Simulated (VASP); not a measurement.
# MgO in VASP: a series of runs

The runs below take MgO through single point, with r2SCAN.

Program: VASP 6.6.1. These are calculated values, not measurements. Logs are shortened: lines on timing, memory, paths and dates and some standing lists are left out, and cuts for length are marked.

**1. The cell of the first run**

Symmetry: I4/mmm, No. 139, tetragonal system. Conventional cell: a = 2.799 Å, b = 2.799 Å, c = 4.204 Å, α = 90.00°, β = 90.00°, γ = 90.00°. Within 2.6 Å of Mg (site symmetry 4/mmm) lie 6 O at 1.98 to 2.10 Å. Within 2.6 Å of O (site symmetry 4/mmm) lie 6 Mg at 1.98 to 2.10 Å.

**2. Single point, r2SCAN (biaxial xy strain -5.9%)**

POSCAR reads:

```
MgO
1.0
    0.0000000000      1.9789804062      2.1021674168
    1.9789804062      0.0000000000      2.1021674168
    1.9789804062      1.9789804062      0.0000000000
Mg O
1 1
Direct
    0.0000000000      0.0000000000      0.0000000000
    0.5000000000      0.5000000000      0.5000000000
```

INCAR.step1 reads:

```
SYSTEM = MgO
PREC     = Accurate       ! precision mode
ENCUT    = 520            ! plane-wave cutoff, eV
ISMEAR   = 0              ! smearing method
SIGMA    = 0.01           ! smearing width, eV
LREAL    = .FALSE.        ! projectors in reciprocal space
LASPH    = .TRUE.         ! aspherical terms in the spheres
NELM     = 80             ! most SCF steps
NBANDS   = 11             ! bands
GGA      = PE             ! functional
ALGO     = Normal         ! electronic algorithm
EDIFF    = 1E-4           ! SCF threshold, eV
LWAVE    = .TRUE.         ! write WAVECAR
LCHARG   = .FALSE.        ! write CHGCAR
```

INCAR.step2 reads:

```
SYSTEM = MgO
PREC     = Accurate       ! precision mode
ENCUT    = 520            ! plane-wave cutoff, eV
EDIFF    = 1E-7           ! SCF threshold, eV
ISMEAR   = 0              ! smearing method
SIGMA    = 0.01           ! smearing width, eV
LREAL    = .FALSE.        ! projectors in reciprocal space
LASPH    = .TRUE.         ! aspherical terms in the spheres
NELM     = 80             ! most SCF steps
ALGO     = Normal         ! electronic algorithm
ISIF     = 2              ! what is computed and relaxed
LWAVE    = .FALSE.        ! write WAVECAR
LCHARG   = .FALSE.        ! write CHGCAR
METAGGA  = R2SCAN         ! meta-GGA
LMIXTAU  = .TRUE.       
NBANDS   = 11             ! bands
ISTART   = 1
```

KPOINTS reads:

```
regular mesh
0
G
  10 10 10
  0 0 0
```

Potentials or basis: VASP PAW PBE potentials, release 64 (Mg, O).

Launch:

```sh
cat potpaw_PBE.64/Mg/POTCAR potpaw_PBE.64/O/POTCAR > POTCAR
cp INCAR.step1 INCAR
mpirun -np 1 vasp_std > vasp.out
cp INCAR.step2 INCAR
mpirun -np 1 vasp_std > vasp.out
```

OUTCAR:

```text
SYSTEM = MgO
   PREC = Accurate
   ENCUT = 520
   EDIFF = 1E-7
   ISMEAR = 0
   LREAL = .FALSE.
   LASPH = .TRUE.
   NELM = 80
   ISIF = 2
   METAGGA = R2SCAN
   ISTART = 1

 ion  position               nearest neighbor table
   1  0.000  0.000  0.000-   2 1.98   2 1.98   2 1.98   2 1.98   2 2.10   2 2.10
   2  0.500  0.500  0.500-   1 1.98   1 1.98   1 1.98   1 1.98   1 2.10   1 2.10

  LATTYP: Found a body centered tetragonal cell.
 ALAT       =     2.7987009301
 C/A-ratio  =     1.5022451268

  Lattice vectors:

 A1 = (  -1.9789804062,   0.0000000000,   2.1021674168)
 A2 = (   1.9789804062,   0.0000000000,   2.1021674168)
 A3 = (   0.0000000000,   1.9789804062,  -2.1021674168)

Analysis of symmetry for initial positions (statically):
=====================================================================
 Subroutine PRICEL returns:
 Original cell was already a primitive cell.

 Routine SETGRP: Setting up the symmetry group for a
 body centered tetragonal supercell.

 Subroutine GETGRP returns: Found 16 space group operations
 (whereof 16 operations were pure point group operations)
 out of a pool of 16 trial point group operations.

The static configuration has the point symmetry D_4h.

Analysis of symmetry for dynamics (positions and initial velocities):
=====================================================================
 Subroutine PRICEL returns:
 Original cell was already a primitive cell.

 Routine SETGRP: Setting up the symmetry group for a
 body centered tetragonal supercell.

 Subroutine GETGRP returns: Found 16 space group operations
 (whereof 16 operations were pure point group operations)
 out of a pool of 16 trial point group operations.

The dynamic configuration has the point symmetry D_4h.

 Subroutine INISYM returns: Found 16 space group operations
 (whereof 16 operations are pure point group operations),
 and found     1 'primitive' translations

----------------------------------------------------------------------------------------

                                     Primitive cell

  volume of cell :      16.4657

  direct lattice vectors                    reciprocal lattice vectors
     0.000000000  1.978980406  2.102167417    -0.252655356  0.252655356  0.237849753
     1.978980406  0.000000000  2.102167417     0.252655356 -0.252655356  0.237849753
     1.978980406  1.978980406  0.000000000     0.252655356  0.252655356 -0.237849753

  length of vectors
     2.887121628  2.887121628  2.798700930     0.429234159  0.429234159  0.429234159

  position of ions in fractional coordinates (direct lattice)
     0.000000000  0.000000000  0.000000000
     0.500000000  0.500000000  0.500000000

  ion indices of the primitive-cell ions
   primitive index   ion index
                 1           1
                 2           2

----------------------------------------------------------------------------------------

 KPOINTS: regular mesh

Automatic generation of k-mesh.
 Grid dimensions read from file:
 generate k-points for:   10   10   10

 Generating k-lattice:

  Cartesian coordinates                     Fractional coordinates (reciprocal lattice)
    -0.025265536  0.025265536  0.023784975     0.100000000  0.000000000  0.000000000
     0.025265536 -0.025265536  0.023784975     0.000000000  0.100000000  0.000000000
     0.025265536  0.025265536 -0.023784975     0.000000000  0.000000000  0.100000000

  Length of vectors
     0.042923416  0.042923416  0.042923416

  Shift w.r.t. Gamma in fractional coordinates (k-lattice)
     0.000000000  0.000000000  0.000000000

 Subroutine IBZKPT returns following result:
 ===========================================

 Found    102 irreducible k-points:

 Following reciprocal coordinates:
            Coordinates               Weight
  0.000000  0.000000  0.000000      1.000000
  0.100000 -0.000000  0.000000      8.000000
  0.200000 -0.000000  0.000000      8.000000
  0.300000 -0.000000  0.000000      8.000000
  0.400000 -0.000000  0.000000      8.000000
  0.500000 -0.000000  0.000000      4.000000
[... 16 lines left out ...]
  0.300000  0.300000  0.000000      2.000000
  0.400000  0.300000  0.000000      8.000000
 [... further k-points ...]
   k-points           NKPTS =    102   k-points in BZ     NKDIM =    102   number of bands    NBANDS=     11
   number of dos      NEDOS =    301   number of ions     NIONS =      2
   total plane-waves  NPLWV =  13824
   dimension x,y,z NGX =    24 NGY =   24 NGZ =   24
   dimension x,y,z NGXF=    48 NGYF=   48 NGZF=   48
   ions per type =               1   1
   NGX,Y,Z   is equivalent  to a cutoff of  13.82, 13.82, 14.26 a.u.
   NGXF,Y,Z  is equivalent  to a cutoff of  27.64, 27.64, 28.51 a.u.
 SYSTEM =  MgO
   PREC   = accura    normal or accurate (medium, high low for compatibility)
   ISTART =      1    job   : 0-new  1-cont  2-samecut
   ICHARG =      0    charge: 1-file 2-atom 10-const
   ISPIN  =      1    spin polarized calculation?
   LNONCOLLINEAR =      F non collinear calculations
   LSORBIT =      F    spin-orbit coupling
   LASPH  =      T    aspherical Exc in radial PAW
   ENCUT  =  520.0 eV  38.22 Ry    6.18 a.u.   5.37  5.37  5.20*2*pi/ulx,y,z
   NELM   =     80;   NELMIN=  2; NELMDL=  0     # of ELM steps
   EDIFF  = 0.1E-06   stopping-criterion for ELM
   LREAL  =      F    real-space projection
   EDIFFG = 0.1E-05   stopping-criterion for IOM
   NSW    =      0    number of steps for IOM
   IBRION =     -1    ionic relax: 0-MD 1-quasi-New 2-CG
   NFREE  =      0    steps in history (QN), initial steepest desc. (CG)
   ISIF   =      2    stress and relaxation
   ISYM   =      2    0-nonsym 1-usesym 2-fastsym
   POTIM  = 0.5000    time-step for ionic-motion
   TEBEG  =    0.0;   TEEND  =   0.0 temperature during run
   PSTRESS=    0.0 pullay stress
   NELECT =       8.0000    total number of electrons
   NUPDOWN=      -1.0000    fix difference up-down
   EMIN   =  10.00;   EMAX   =-10.00  energy-range for DOS
   EFERMI =   0.00;   METHOD = LEGACY
   ISMEAR =     0;   SIGMA  =   0.01  broadening in eV -4-tet -1-fermi 0-gaus
   EFERMI_NEDOS =   21; number of points for ismear=-14 and -15
   IALGO  =     38    algorithm
   IMIX   =      4    mixing-type and parameters
     AMIX     =   0.40;   BMIX     =  1.00
     AMIX_MAG =   1.60;   BMIX_MAG =  1.00
  volume/ion in A,a.u.               =       8.23        55.56
  Fermi-wavevector in a.u.,A,eV,Ry     =   1.286999  2.432075 22.536218  1.656365
  Thomas-Fermi vector in A             =   2.419039
   LORBIT       =      0    0 simple, 1 ext, 2 COOP (PROOUT), +10 PAW based schemes
   METAGGA = R2SCAN    functional components
   LHFCALC =     F    Hartree Fock is set to
   AEXX    =    0.0000 exact exchange contribution
   IVDW    =     0    specifies the selected vdW correction
   LEPSILON=     F    determine dielectric tensor
   LRPA    =     F    only Hartree local field effects (RPA)
 non-spin polarized calculation
 Gauss-broadening in eV      SIGMA  =   0.01
  energy-cutoff  :      520.00
  volume of cell :       16.47
 maximum number of plane-waves:       460
 NGX is ok and might be reduce to    24
   NGX = 11   NGY = 11   NGZ = 11

 number of electron       7.9999998 magnetization

 Free energy of the ion-electron system (eV)
  ---------------------------------------------------
  ext. energy  EPLUGINS =         0.00000000
  ---------------------------------------------------
  free energy    TOTEN  =       -15.97140255 eV

  energy without entropy =      -15.97140255  energy(sigma->0) =      -15.97140255

 E-fermi :   3.9148     XC(G=0): -12.2546

 val. band max:        3.8187664184   @ k =   0.0000   0.0000   0.0000
 cond. band min:      10.7013596268   @ k =   0.0000   0.0000   0.0000
 fundamental gap:      6.8825932083
 Fermi energy:         3.9148135785

 k-point     1 :       0.0000    0.0000    0.0000
  band No.  band energies     occupation
      1     -15.1345      2.00000
      2       3.7362      2.00000
      3       3.7362      2.00000
      4       3.8188      2.00000
      5      10.7014      0.00000
      6      20.9094      0.00000
      7      21.6254      0.00000
      8      21.6254      0.00000
      9      25.9161      0.00000
     10      26.7986      0.00000
     11      28.9043      0.00000

 k-point     2 :       0.1000   -0.0000    0.0000
  band No.  band energies     occupation
      1     -15.0055      2.00000
      2       3.0955      2.00000
      3       3.6622      2.00000
      4       3.6944      2.00000
      5      11.3098      0.00000
      6      20.0768      0.00000
      7      21.4421      0.00000
      8      21.9360      0.00000
      9      26.3192      0.00000
     10      27.8368      0.00000
     11      28.2469      0.00000

 k-point     3 :       0.2000   -0.0000    0.0000
  band No.  band energies     occupation
      1     -14.6489      2.00000
      2       1.6485      2.00000
      3       3.4401      2.00000
      4       3.4741      2.00000
      5      12.4974      0.00000
      6      18.6182      0.00000
      7      21.9906      0.00000
      8      22.6988      0.00000
      9      25.9345      0.00000
     10      27.4052      0.00000
     11      29.6272      0.00000

 k-point     4 :       0.3000   -0.0000    0.0000
  band No.  band energies     occupation
      1     -14.1628      2.00000
      2       0.1280      2.00000
      3       3.1461      2.00000
      4       3.2519      2.00000
      5      13.2921      0.00000
      6      18.2287      0.00000
      7      22.1831      0.00000
      8      23.3257      0.00000
      9      26.7266      0.00000
     10      27.5303      0.00000
     11      29.2116      0.00000

 k-point     5 :       0.4000   -0.0000    0.0000
  band No.  band energies     occupation
      1     -13.7222      2.00000
      2      -1.0105      2.00000
      3       2.9213      2.00000
      4       3.0795      2.00000
      5      13.4299      0.00000
      6      18.7316      0.00000
      7      22.0316      0.00000
      8      23.4148      0.00000
      9      28.1398      0.00000
     10      28.7738      0.00000
     11      28.7963      0.00000
[... 211 lines left out ...]
 k-point    21 :      -0.3000    0.2000    0.0000
  band No.  band energies     occupation
      1     -13.6039      2.00000
      2      -0.4746      2.00000
      3       1.6326      2.00000
      4       3.0198      2.00000
      5      15.1775      0.00000
      6      17.4563      0.00000
      7      20.7293      0.00000
      8      24.5697      0.00000
      9      26.9317      0.00000
     10      28.1556      0.00000
     11      31.9713      0.00000

 k-point    22 :      -0.2000    0.2000    0.0000
  band No.  band energies     occupation
      1     -13.9818      2.00000
      2       0.1801      2.00000
      3       2.2370      2.00000
      4       3.2304      2.00000
      5      14.4654      0.00000
      6      17.1224      0.00000
      7      21.5923      0.00000
      8      24.7609      0.00000
      9      25.1498      0.00000
     10      28.1030      0.00000
     11      31.5010      0.00000

 k-point    23 :       0.3000    0.3000    0.0000
  band No.  band energies     occupation
      1     -14.0356      2.00000
      2       0.2060      2.00000
      3       2.8193      2.00000
      4       2.8193      2.00000
      5      15.1359      0.00000
      6      15.7495      0.00000
      7      20.2464      0.00000
      8      24.9593      0.00000
      9      24.9593      0.00000
     10      31.5238      0.00000
     11      34.5995      0.00000

 k-point    24 :       0.4000    0.3000    0.0000
  band No.  band energies     occupation
      1     -13.7385      2.00000
      2      -0.3192      2.00000
      3       2.3684      2.00000
      4       2.6674      2.00000
      5      15.4103      0.00000
      6      16.1290      0.00000
      7      19.4694      0.00000
      8      25.4739      0.00000
      9      25.5894      0.00000
     10      32.2729      0.00000
     11      34.2956      0.00000

 [... further k-points ...]

------------------------ aborting loop because EDIFF is reached ----------------------------------------

  FORCE on cell =-STRESS in cart. coord.  units (eV):
  Direction    XX          YY          ZZ          XY          YZ          ZX
  --------------------------------------------------------------------------------------
  -------------------------------------------------------------------------------------
  Total        3.4931693      3.4931693      1.1687850      0.0000000      0.0000000      0.0000000
  in kB      339.8990356    339.8990356    113.7273549      0.0000000      0.0000000      0.0000000
  external PRESSURE =     264.5084754 kB  Pullay stress =       0.0000000 kB

 VOLUME and BASIS-vectors are now :
 -----------------------------------------------------------------------------
  energy-cutoff  :      520.00
  volume of cell :       16.47
      direct lattice vectors                 reciprocal lattice vectors
     0.000000000  1.978980406  2.102167417    -0.252655356  0.252655356  0.237849753
     1.978980406  0.000000000  2.102167417     0.252655356 -0.252655356  0.237849753
     1.978980406  1.978980406  0.000000000     0.252655356  0.252655356 -0.237849753

 POSITION                                       TOTAL-FORCE (eV/Angst)
 -----------------------------------------------------------------------------------
      0.00000      0.00000      0.00000         0.000000      0.000000     -0.000000
      1.97898      1.97898      2.10217         0.000000      0.000000      0.000000
 -----------------------------------------------------------------------------------
    total drift:                               -0.000000     -0.000000      0.000000

  FREE ENERGIE OF THE ION-ELECTRON SYSTEM (eV)
  ---------------------------------------------------
  free  energy   TOTEN  =       -15.9714025487 eV

  energy  without entropy=      -15.9714025487  energy(sigma->0) =      -15.97140255
```

It took 81 s on 1 thread of Intel Xeon Platinum 8259CL at 2.50GHz (Skylake/Cascade Lake), shared host; peak memory 0.16 GiB.

Results:

```
Free energy            : -15.9714 eV
Pressure               : 26.5 GPa
Band gap on the k mesh : 6.88 eV, direct
```

Stress tensor (GPa, compression positive):
```
33.99  0.00  0.00
 0.00 33.99  0.00
 0.00  0.00 11.37
```

Levels at points of the mesh, in eV from the valence-band top:
| k point | band 1 | band 2 | band 3 | band 4 | band 5 | band 6 | band 7 | band 8 |
| --- | --- | --- | --- | --- | --- | --- | --- | --- |
| (0.00, 0.00, 0.00) | -18.95 | -0.08 | -0.08 | 0.00 | 6.88 | 17.09 | 17.81 | 17.81 |
| (0.50, 0.00, 0.00) | -17.36 | -5.26 | -0.98 | -0.80 | 9.58 | 15.25 | 18.12 | 19.55 |
| (0.50, 0.50, 0.00) | -17.22 | -4.87 | -1.40 | -1.40 | 10.60 | 12.70 | 15.16 | 22.91 |
| (0.50, 0.00, 0.50) | -17.01 | -4.60 | -1.90 | -1.52 | 9.93 | 12.46 | 15.98 | 21.51 |

Caveat: the cell differs from its parent crystal (biaxial xy strain -5.9%); the PAW data sets were made with another functional, which shifts forces and pressure a little.

**3. Single point, r2SCAN (strain along [111] -1.5%)**

POSCAR reads:

```
MgO
1.0
   -0.0215822521      2.0805851647      2.0805851647
    2.0805851647     -0.0215822521      2.0805851647
    2.0805851647      2.0805851647     -0.0215822521
Mg O
1 1
Direct
    0.0000000000      0.0000000000      0.0000000000
    0.5000000000      0.5000000000      0.5000000000
```

INCAR.step1 reads:

```
SYSTEM = MgO
PREC     = Accurate       ! precision mode
ENCUT    = 520            ! plane-wave cutoff, eV
ISMEAR   = 0              ! smearing method
SIGMA    = 0.01           ! smearing width, eV
LREAL    = .False.        ! projectors in reciprocal space
LASPH    = .True.         ! aspherical terms in the spheres
NELM     = 60             ! most SCF steps
NBANDS   = 11             ! bands
GGA      = PE             ! functional
ALGO     = Normal         ! electronic algorithm
EDIFF    = 1E-4           ! SCF threshold, eV
LWAVE    = .True.         ! write WAVECAR
LCHARG   = .False.        ! write CHGCAR
```

INCAR.step2 reads:

```
SYSTEM = MgO
PREC     = Accurate       ! precision mode
ENCUT    = 520            ! plane-wave cutoff, eV
EDIFF    = 1E-7           ! SCF threshold, eV
ISMEAR   = 0              ! smearing method
SIGMA    = 0.01           ! smearing width, eV
LREAL    = .False.        ! projectors in reciprocal space
LASPH    = .True.         ! aspherical terms in the spheres
NELM     = 60             ! most SCF steps
ALGO     = Normal         ! electronic algorithm
ISIF     = 2              ! what is computed and relaxed
LWAVE    = .False.        ! write WAVECAR
LCHARG   = .False.        ! write CHGCAR
METAGGA  = R2SCAN         ! meta-GGA
LMIXTAU  = .True.       
NBANDS   = 11             ! bands
ISTART   = 1
```

KPOINTS reads:

```
Automatic mesh
0
Gamma
  10 10 10
  0 0 0
```

Potentials or basis: VASP PAW PBE potentials, release 64 (Mg, O).

Launch:

```sh
cat potpaw_PBE.64/Mg/POTCAR potpaw_PBE.64/O/POTCAR > POTCAR
cp INCAR.step1 INCAR
mpirun -np 1 vasp_std > vasp.out
cp INCAR.step2 INCAR
mpirun -np 1 vasp_std > vasp.out
```

Run time: 80 s. Hardware: 1 thread of Intel Xeon Platinum 8259CL at 2.50GHz (Skylake/Cascade Lake), shared host; peak memory 0.16 GiB.

Results (log left out):

```
Free energy            : -16.1575 eV
Pressure               : 1.5 GPa
Band gap on the k mesh : 5.74 eV, direct
```

Stress tensor (GPa, compression positive):
```
1.53 1.62 1.62
1.62 1.53 1.62
1.62 1.62 1.53
```

Levels at points of the mesh, in eV from the valence-band top:
```csv
k point,band 2,band 3,band 4,band 5,band 6,band 7
"(0.00, 0.00, 0.00)",-0.12,-0.12,0.00,5.74,16.72,16.72
"(0.50, 0.00, 0.00)",-4.80,-0.79,-0.71,8.90,13.92,17.54
"(0.50, 0.50, 0.00)",-4.27,-1.55,-1.42,9.97,11.23,14.44
"(0.50, 0.50, 0.50)",-4.73,-0.85,-0.85,8.75,14.16,17.34
```

Caveat: the cell differs from its parent crystal (strain along [111] -1.5%); the PAW data sets were made with another functional, which shifts forces and pressure a little.
